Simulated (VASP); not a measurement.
# BN (Qingsongite) (F-43m) in VASP: notebook

Runs on BN (Qingsongite). Level: LDA. Tasks: single point.

All numbers are computed with VASP 6.6.1; they aren't measurements. Logs are shortened: lines on timing, memory, paths and dates and some standing lists are left out, and cuts for length are marked.

**1. The cell of the first run**

The structure is cubic, space group F-43m (No. 216). The conventional cell has a = 3.615 Å, b = 3.615 Å, c = 3.615 Å, α = 90.00°, β = 90.00°, γ = 90.00°. Within 2.1 Å of B (site symmetry -43m) lie 4 N at 1.57 Å. Within 2.1 Å of N (site symmetry -43m) lie 4 B at 1.57 Å.

**2. Single point, LDA**

File INCAR:

```
SYSTEM = BN
PREC = Accurate
ENCUT = 600
EDIFF = 1E-6
ISMEAR = -1
SIGMA = 0.1
LREAL = .FALSE.
LASPH = .TRUE.
NELM = 120
ALGO = Normal
ISIF = 2
LWAVE = .FALSE.
LCHARG = .FALSE.
NBANDS = 11
GGA_COMPAT = .FALSE.
```

File KPOINTS:

```
Automatic mesh
0
G
  8 8 8
  0 0 0
```

File POSCAR:

```
BN
1.0
    0.0000000000      1.8075000000      1.8075000000
    1.8075000000      0.0000000000      1.8075000000
    1.8075000000      1.8075000000      0.0000000000
B N
1 1
Direct
    0.0000000000      0.0000000000      0.0000000000
    0.2500000000      0.2500000000      0.2500000000
```

Potentials or basis: VASP PAW LDA potentials, release 64 (B, N).

Started as:

```console
$ cat potpaw_LDA.64/B/POTCAR potpaw_LDA.64/N/POTCAR > POTCAR
$ mpirun -np 1 vasp_std > vasp.out
```

OUTCAR:

```text
SYSTEM = BN
   PREC = Accurate
   ENCUT = 600
   EDIFF = 1E-6
   ISMEAR = -1
   LREAL = .FALSE.
   LASPH = .TRUE.
   NELM = 120
   ISIF = 2

 ion  position               nearest neighbor table
   1  0.000  0.000  0.000-   2 1.57   2 1.57   2 1.57   2 1.57
   2  0.250  0.250  0.250-   1 1.57   1 1.57   1 1.57   1 1.57

  LATTYP: Found a face centered cubic cell.
 ALAT       =     3.6150000000

  Lattice vectors:

 A1 = (   0.0000000000,   1.8075000000,   1.8075000000)
 A2 = (   1.8075000000,   0.0000000000,   1.8075000000)
 A3 = (   1.8075000000,   1.8075000000,   0.0000000000)

Analysis of symmetry for initial positions (statically):
=====================================================================
 Subroutine PRICEL returns:
 Original cell was already a primitive cell.

 Routine SETGRP: Setting up the symmetry group for a
 face centered cubic supercell.

 Subroutine GETGRP returns: Found 24 space group operations
 (whereof 24 operations were pure point group operations)
 out of a pool of 48 trial point group operations.

The static configuration has the point symmetry T_d .

Analysis of symmetry for dynamics (positions and initial velocities):
=====================================================================
 Subroutine PRICEL returns:
 Original cell was already a primitive cell.

 Routine SETGRP: Setting up the symmetry group for a
 face centered cubic supercell.

 Subroutine GETGRP returns: Found 24 space group operations
 (whereof 24 operations were pure point group operations)
 out of a pool of 48 trial point group operations.

The dynamic configuration has the point symmetry T_d .

 Subroutine INISYM returns: Found 24 space group operations
 (whereof 24 operations are pure point group operations),
 and found     1 'primitive' translations

----------------------------------------------------------------------------------------

                                     Primitive cell

  volume of cell :      11.8104

  direct lattice vectors                    reciprocal lattice vectors
     0.000000000  1.807500000  1.807500000    -0.276625173  0.276625173  0.276625173
     1.807500000  0.000000000  1.807500000     0.276625173 -0.276625173  0.276625173
     1.807500000  1.807500000  0.000000000     0.276625173  0.276625173 -0.276625173

  length of vectors
     2.556191014  2.556191014  2.556191014     0.479128854  0.479128854  0.479128854

  position of ions in fractional coordinates (direct lattice)
     0.000000000  0.000000000  0.000000000
     0.250000000  0.250000000  0.250000000

  ion indices of the primitive-cell ions
   primitive index   ion index
                 1           1
                 2           2

----------------------------------------------------------------------------------------

 KPOINTS: Automatic mesh

Automatic generation of k-mesh.
 Grid dimensions read from file:
 generate k-points for:    8    8    8

 Generating k-lattice:

  Cartesian coordinates                     Fractional coordinates (reciprocal lattice)
    -0.034578147  0.034578147  0.034578147     0.125000000  0.000000000  0.000000000
     0.034578147 -0.034578147  0.034578147     0.000000000  0.125000000  0.000000000
     0.034578147  0.034578147 -0.034578147     0.000000000  0.000000000  0.125000000

  Length of vectors
     0.059891107  0.059891107  0.059891107

  Shift w.r.t. Gamma in fractional coordinates (k-lattice)
     0.000000000  0.000000000  0.000000000

 Subroutine IBZKPT returns following result:
 ===========================================

 Found     29 irreducible k-points:

 Following reciprocal coordinates:
            Coordinates               Weight
  0.000000  0.000000  0.000000      1.000000
  0.125000  0.000000  0.000000      8.000000
  0.250000  0.000000  0.000000      8.000000
  0.375000  0.000000  0.000000      8.000000
  0.500000  0.000000  0.000000      4.000000
  0.125000  0.125000  0.000000      6.000000
[... 16 lines left out ...]
  0.500000  0.250000  0.125000     48.000000
 -0.375000  0.250000  0.125000     24.000000
 [... further k-points ...]
   k-points           NKPTS =     29   k-points in BZ     NKDIM =     29   number of bands    NBANDS=     11
   number of dos      NEDOS =    301   number of ions     NIONS =      2
   total plane-waves  NPLWV =   8000
   dimension x,y,z NGX =    20 NGY =   20 NGZ =   20
   dimension x,y,z NGXF=    40 NGYF=   40 NGZF=   40
   ions per type =               1   1
   NGX,Y,Z   is equivalent  to a cutoff of  13.01, 13.01, 13.01 a.u.
   NGXF,Y,Z  is equivalent  to a cutoff of  26.01, 26.01, 26.01 a.u.
 SYSTEM =  BN
   PREC   = accura    normal or accurate (medium, high low for compatibility)
   ISTART =      0    job   : 0-new  1-cont  2-samecut
   ICHARG =      2    charge: 1-file 2-atom 10-const
   ISPIN  =      1    spin polarized calculation?
   LNONCOLLINEAR =      F non collinear calculations
   LSORBIT =      F    spin-orbit coupling
   LASPH  =      T    aspherical Exc in radial PAW
   ENCUT  =  600.0 eV  44.10 Ry    6.64 a.u.   5.11  5.11  5.11*2*pi/ulx,y,z
   NELM   =    120;   NELMIN=  2; NELMDL= -5     # of ELM steps
   EDIFF  = 0.1E-05   stopping-criterion for ELM
   LREAL  =      F    real-space projection
   EDIFFG = 0.1E-04   stopping-criterion for IOM
   NSW    =      0    number of steps for IOM
   IBRION =     -1    ionic relax: 0-MD 1-quasi-New 2-CG
   NFREE  =      0    steps in history (QN), initial steepest desc. (CG)
   ISIF   =      2    stress and relaxation
   ISYM   =      2    0-nonsym 1-usesym 2-fastsym
   POTIM  = 0.5000    time-step for ionic-motion
   TEBEG  =    0.0;   TEEND  =   0.0 temperature during run
   PSTRESS=    0.0 pullay stress
   NELECT =       8.0000    total number of electrons
   NUPDOWN=      -1.0000    fix difference up-down
   EMIN   =  10.00;   EMAX   =-10.00  energy-range for DOS
   EFERMI =   0.00;   METHOD = LEGACY
   ISMEAR =    -1;   SIGMA  =   0.10  broadening in eV -4-tet -1-fermi 0-gaus
   EFERMI_NEDOS =   21; number of points for ismear=-14 and -15
   IALGO  =     38    algorithm
   IMIX   =      4    mixing-type and parameters
     AMIX     =   0.40;   BMIX     =  1.00
     AMIX_MAG =   1.60;   BMIX_MAG =  1.00
  volume/ion in A,a.u.               =       5.91        39.85
  Fermi-wavevector in a.u.,A,eV,Ry     =   1.437749  2.716952 28.124920  2.067123
  Thomas-Fermi vector in A             =   2.556793
   LORBIT       =      0    0 simple, 1 ext, 2 COOP (PROOUT), +10 PAW based schemes
   GGA     = CA    functional components
   LHFCALC =     F    Hartree Fock is set to
   AEXX    =    0.0000 exact exchange contribution
   IVDW    =     0    specifies the selected vdW correction
   LEPSILON=     F    determine dielectric tensor
   LRPA    =     F    only Hartree local field effects (RPA)
 non-spin polarized calculation
  energy-cutoff  :      600.00
  volume of cell :       11.81
 maximum number of plane-waves:       411
   NGX = 11   NGY = 11   NGZ = 11

 number of electron       8.0000000 magnetization

 Free energy of the ion-electron system (eV)
  ---------------------------------------------------
  ext. energy  EPLUGINS =         0.00000000
  ---------------------------------------------------
  free energy    TOTEN  =       -19.40664395 eV

  energy without entropy =      -19.40664395  energy(sigma->0) =      -19.40664395

 E-fermi :   9.2766     XC(G=0): -13.1048

 val. band max:        7.3877887707   @ k =   0.0000   0.0000   0.0000
 cond. band min:      11.7319935510   @ k =   0.5000   0.5000   0.0000
 fundamental gap:      4.3442047802
 Fermi energy:         9.2765711191

 k-point     1 :       0.0000    0.0000    0.0000
  band No.  band energies     occupation
      1     -12.6810      2.00000
      2       7.3878      2.00000
      3       7.3878      2.00000
      4       7.3878      2.00000
      5      16.0716      0.00000
      6      16.0716      0.00000
      7      16.0716      0.00000
      8      17.8286      0.00000
      9      31.8783      0.00000
     10      35.1750      0.00000
     11      35.1750      0.00000

 k-point     2 :       0.1250    0.0000    0.0000
  band No.  band energies     occupation
      1     -12.3007      2.00000
      2       5.5253      2.00000
      3       7.0049      2.00000
      4       7.0049      2.00000
      5      16.4876      0.00000
      6      16.6425      0.00000
      7      16.6425      0.00000
      8      18.9458      0.00000
      9      31.3424      0.00000
     10      31.9241      0.00000
     11      31.9241      0.00000

 k-point     3 :       0.2500    0.0000    0.0000
  band No.  band energies     occupation
      1     -11.1946      2.00000
      2       1.9335      2.00000
      3       6.2539      2.00000
      4       6.2539      2.00000
      5      17.0200      0.00000
      6      17.5885      0.00000
      7      17.5885      0.00000
      8      20.8653      0.00000
      9      30.4745      0.00000
     10      30.8582      0.00000
     11      30.8582      0.00000

 k-point     4 :       0.3750    0.0000    0.0000
  band No.  band energies     occupation
      1      -9.5489      2.00000
      2      -1.5298      2.00000
      3       5.6570      2.00000
      4       5.6570      2.00000
      5      17.4407      0.00000
      6      17.9492      0.00000
      7      17.9492      0.00000
      8      22.0423      0.00000
      9      30.2909      0.00000
     10      32.3501      0.00000
     11      32.3501      0.00000

 k-point     5 :       0.5000    0.0000    0.0000
  band No.  band energies     occupation
      1      -8.3978      2.00000
      2      -3.3252      2.00000
      3       5.4404      2.00000
      4       5.4404      2.00000
      5      17.5974      0.00000
      6      17.9524      0.00000
      7      17.9524      0.00000
      8      22.4029      0.00000
      9      30.4651      0.00000
     10      33.9207      0.00000
     11      34.0727      0.00000
[... 211 lines left out ...]
 k-point    21 :       0.5000    0.5000    0.0000
  band No.  band energies     occupation
      1      -7.0208      2.00000
      2      -1.4962      2.00000
      3       2.4617      2.00000
      4       2.4617      2.00000
      5      11.7320      0.00000
      6      16.5333      0.00000
      7      25.0867      0.00000
      8      25.0867      0.00000
      9      27.8919      0.00000
     10      34.3288      0.00000
     11      40.7935      0.00000

 k-point    22 :       0.3750    0.2500    0.1250
  band No.  band energies     occupation
      1     -10.2503      2.00000
      2       1.7259      2.00000
      3       3.4379      2.00000
      4       5.3638      2.00000
      5      15.8409      0.00000
      6      19.1154      0.00000
      7      19.9427      0.00000
      8      20.5724      0.00000
      9      26.6328      0.00000
     10      32.8244      0.00000
     11      34.5228      0.00000

 k-point    23 :       0.5000    0.2500    0.1250
  band No.  band energies     occupation
      1      -8.7086      2.00000
      2      -0.8199      2.00000
      3       2.6400      2.00000
      4       4.4273      2.00000
      5      16.6416      0.00000
      6      18.6418      0.00000
      7      21.0783      0.00000
      8      21.8648      0.00000
      9      27.1923      0.00000
     10      32.3863      0.00000
     11      34.6204      0.00000

 k-point    24 :      -0.3750    0.2500    0.1250
  band No.  band energies     occupation
      1      -7.6863      2.00000
      2      -2.3286      2.00000
      3       2.5778      2.00000
      4       3.9169      2.00000
      5      16.8126      0.00000
      6      18.5035      0.00000
      7      21.6785      0.00000
      8      22.9967      0.00000
      9      26.5557      0.00000
     10      32.9741      0.00000
     11      34.6314      0.00000

 [... further k-points ...]

------------------------ aborting loop because EDIFF is reached ----------------------------------------

  FORCE on cell =-STRESS in cart. coord.  units (eV):
  Direction    XX          YY          ZZ          XY          YZ          ZX
  --------------------------------------------------------------------------------------
  -------------------------------------------------------------------------------------
  Total       -0.7588213     -0.7588213     -0.7588213      0.0000000     -0.0000000      0.0000000
  in kB     -102.9402387   -102.9402387   -102.9402387      0.0000000     -0.0000000      0.0000000
  external PRESSURE =    -102.9402387 kB  Pullay stress =       0.0000000 kB

 VOLUME and BASIS-vectors are now :
 -----------------------------------------------------------------------------
  energy-cutoff  :      600.00
  volume of cell :       11.81
      direct lattice vectors                 reciprocal lattice vectors
     0.000000000  1.807500000  1.807500000    -0.276625173  0.276625173  0.276625173
     1.807500000  0.000000000  1.807500000     0.276625173 -0.276625173  0.276625173
     1.807500000  1.807500000  0.000000000     0.276625173  0.276625173 -0.276625173

 POSITION                                       TOTAL-FORCE (eV/Angst)
 -----------------------------------------------------------------------------------
      0.00000      0.00000      0.00000         0.000000      0.000000     -0.000000
      0.90375      0.90375      0.90375        -0.000000     -0.000000      0.000000
 -----------------------------------------------------------------------------------
    total drift:                               -0.000000     -0.000000     -0.000000

  FREE ENERGIE OF THE ION-ELECTRON SYSTEM (eV)
  ---------------------------------------------------
  free  energy   TOTEN  =       -19.4066439514 eV

  energy  without entropy=      -19.4066439512  energy(sigma->0) =      -19.40664395
```

Wall time 3.9 s (1 thread of Intel Xeon Platinum 8488C (Sapphire Rapids), shared host); peak memory 0.11 GiB.

Results:

* Free energy: -19.4066 eV
* Pressure: -10.3 GPa
* Band gap on the k mesh: 4.34 eV, indirect (least direct gap 8.68 eV)

Levels at points of the mesh, in eV from the valence-band top:
| k point | band 2 | band 3 | band 4 | band 5 | band 6 | band 7 |
| --- | --- | --- | --- | --- | --- | --- |
| (0.00, 0.00, 0.00) | 0.00 | 0.00 | 0.00 | 8.68 | 8.68 | 8.68 |
| (0.50, 0.00, 0.00) | -10.71 | -1.95 | -1.95 | 10.21 | 10.56 | 10.56 |
| (0.50, 0.50, 0.00) | -8.88 | -4.93 | -4.93 | 4.34 | 9.15 | 17.70 |

A k mesh can miss the band edges.

**3. Single point, LDA**

This run uses another cell than the first one, of 6.02 Å³/atom, 1.020 times its volume.

File INCAR:

```
PREC     = Accurate       # precision mode
ENCUT    = 600            # plane-wave cutoff, eV
EDIFF    = 1E-6           # SCF threshold, eV
ISMEAR   = -1             # smearing method
SIGMA    = 0.1            # smearing width, eV
LREAL    = False          # projectors in reciprocal space
LASPH    = True           # aspherical terms in the spheres
NELM     = 120            # most SCF steps
ALGO     = Normal         # electronic algorithm
ISIF     = 2              # what is computed and relaxed
LWAVE    = False          # write WAVECAR
LCHARG   = False          # write CHGCAR
NBANDS   = 11             # bands
GGA_COMPAT= False
```

File KPOINTS:

```
Automatic mesh
0
Gamma
  8 8 8
```

File POSCAR:

```
BN
1.0
    0.0000000000      1.8194705475      1.8194705475
    1.8194705475      0.0000000000      1.8194705475
    1.8194705475      1.8194705475      0.0000000000
B N
1 1
Direct
    0.0000000000      0.0000000000      0.0000000000
    0.2500000000      0.2500000000      0.2500000000
```

Potentials or basis: VASP PAW LDA potentials, release 64 (B, N).

Started as:

```console
$ cat potpaw_LDA.64/B/POTCAR potpaw_LDA.64/N/POTCAR > POTCAR
$ mpirun -np 1 vasp_std > vasp.out
```

It took 3.7 s on 1 thread of Intel Xeon Platinum 8488C (Sapphire Rapids), shared host; peak memory 0.12 GiB.

Results (log left out):

- Free energy: -19.3868 eV
- Pressure: -17.3 GPa
- Band gap on the k mesh: 4.32 eV, indirect (least direct gap 8.59 eV)

Levels at points of the mesh, in eV from the valence-band top:
```
           k point  band 1  band 2  band 3  band 4  band 5  band 6  band 7  band 8  band 9
(0.00, 0.00, 0.00)  -19.85    0.00    0.00    0.00    8.59    8.59    8.59   10.12   24.12
(0.50, 0.00, 0.00)  -15.66  -10.53   -1.91   -1.91    9.95   10.46   10.46   14.81   22.79
(0.50, 0.50, 0.00)  -14.31   -8.76   -4.83   -4.83    4.32    9.03   17.40   17.40   20.17
```

A k mesh can miss the band edges. A hybrid or GW would open this gap; LDA tends to underestimate it.

**4. Single point, LDA**

This run uses another cell than the first one, of 6.14 Å³/atom, 1.040 times its volume.

File INCAR:

```
SYSTEM = BN
PREC = Accurate
ENCUT = 600
EDIFF = 1E-6
ISMEAR = -1
SIGMA = 0.1
LREAL = .FALSE.
LASPH = .TRUE.
NELM = 120
ALGO = Normal
ISIF = 2
LWAVE = .FALSE.
LCHARG = .TRUE.
GGA = CA
LELF = .TRUE.
LVHAR = .TRUE.
NBANDS = 11
GGA_COMPAT = .FALSE.
```

File KPOINTS:

```
regular mesh
0
G
  8 8 8
  0 0 0
```

File POSCAR:

```
BN
1.0
    0.0000000000      1.8312856224      1.8312856224
    1.8312856224      0.0000000000      1.8312856224
    1.8312856224      1.8312856224      0.0000000000
B N
1 1
Direct
    0.0000000000      0.0000000000      0.0000000000
    0.2500000000      0.2500000000      0.2500000000
```

Started as:

```console
$ cat potpaw_LDA.64/B/POTCAR potpaw_LDA.64/N/POTCAR > POTCAR
$ mpirun -np 1 vasp_std > vasp.out
```

Wall time 4.4 s (1 thread of Intel Xeon Platinum 8488C (Sapphire Rapids), shared host); peak memory 0.12 GiB.

Results (log left out):

```
Free energy            : -19.3572 eV
Pressure               : -23.6 GPa
Band gap on the k mesh : 4.30 eV, indirect (least direct gap 8.50 eV)
```

Levels at points of the mesh, in eV from the valence-band top:
```
           k point  band 1  band 2  band 3  band 4  band 5  band 6  band 7  band 8
(0.00, 0.00, 0.00)  -19.63    0.00    0.00    0.00    8.50    8.50    8.50    9.81
(0.50, 0.00, 0.00)  -15.53  -10.36   -1.87   -1.87    9.70   10.35   10.35   14.62
(0.50, 0.50, 0.00)  -14.21   -8.63   -4.74   -4.74    4.30    8.92   17.11   17.11
```

**5. Single point, LDA**

This run uses another cell than the first one, of 6.26 Å³/atom, 1.060 times its volume.

File INCAR:

```
ALGO     = Normal         # electronic algorithm
EDIFF    = 1E-6           # SCF threshold, eV
ENCUT    = 600            # plane-wave cutoff, eV
GGA      = CA             # functional
GGA_COMPAT= F            
ISIF     = 2              # what is computed and relaxed
ISMEAR   = -1             # smearing method
LASPH    = T              # aspherical terms in the spheres
LCHARG   = T              # write CHGCAR
LELF     = T              # ELF
LREAL    = F              # projectors in reciprocal space
LVHAR    = T            
LWAVE    = F              # write WAVECAR
NBANDS   = 11             # bands
NELM     = 120            # most SCF steps
PREC     = Accurate       # precision mode
SIGMA    = 0.1            # smearing width, eV
```

File KPOINTS:

```
k-points
0
Gamma
  8 8 8
```

File POSCAR:

```
BN
1.0
    0.0000000000      1.8429501765      1.8429501765
    1.8429501765      0.0000000000      1.8429501765
    1.8429501765      1.8429501765      0.0000000000
B N
1 1
Direct
    0.0000000000      0.0000000000      0.0000000000
    0.2500000000      0.2500000000      0.2500000000
```

Started as:

```console
$ cat potpaw_LDA.64/B/POTCAR potpaw_LDA.64/N/POTCAR > POTCAR
$ mpirun -np 1 vasp_std > vasp.out
```

Wall time 5 s (1 thread of Intel Xeon Platinum 8488C (Sapphire Rapids), shared host); peak memory 0.12 GiB.

The run converged. Its results:

```
Free energy            : -19.3186 eV
Pressure               : -29.3 GPa
Band gap on the k mesh : 4.27 eV, indirect (least direct gap 8.41 eV)
```

Levels at points of the mesh, in eV from the valence-band top:
| k point | band 1 | band 2 | band 3 | band 4 | band 5 | band 6 | band 7 | band 8 | band 9 |
| --- | --- | --- | --- | --- | --- | --- | --- | --- | --- |
| (0.00, 0.00, 0.00) | -19.42 | 0.00 | 0.00 | 0.00 | 8.41 | 8.41 | 8.41 | 9.51 | 23.41 |
| (0.50, 0.00, 0.00) | -15.41 | -10.19 | -1.84 | -1.84 | 9.46 | 10.24 | 10.24 | 14.42 | 22.26 |
| (0.50, 0.50, 0.00) | -14.11 | -8.52 | -4.65 | -4.65 | 4.27 | 8.81 | 16.83 | 16.83 | 19.54 |

**6. Summary**

```tsv
cell	gap on the mesh (eV)	pressure (GPa)
a = 2.556 Å, angles 60.0°, 2 atoms	4.34	-10.3
a = 2.573 Å, angles 60.0°, 2 atoms	4.32	-17.3
a = 2.590 Å, angles 60.0°, 2 atoms	4.30	-23.6
a = 2.606 Å, angles 60.0°, 2 atoms	4.27	-29.3
```

Alike in all rows: task single point; level LDA; potentials or basis VASP PAW LDA potentials, release 64 (B, N); no spin polarisation; k mesh 8 × 8 × 8; cutoff (eV) 600; smearing fermi-dirac 0.1 eV.

Absolute energies hang on the potentials; compare differences alone.
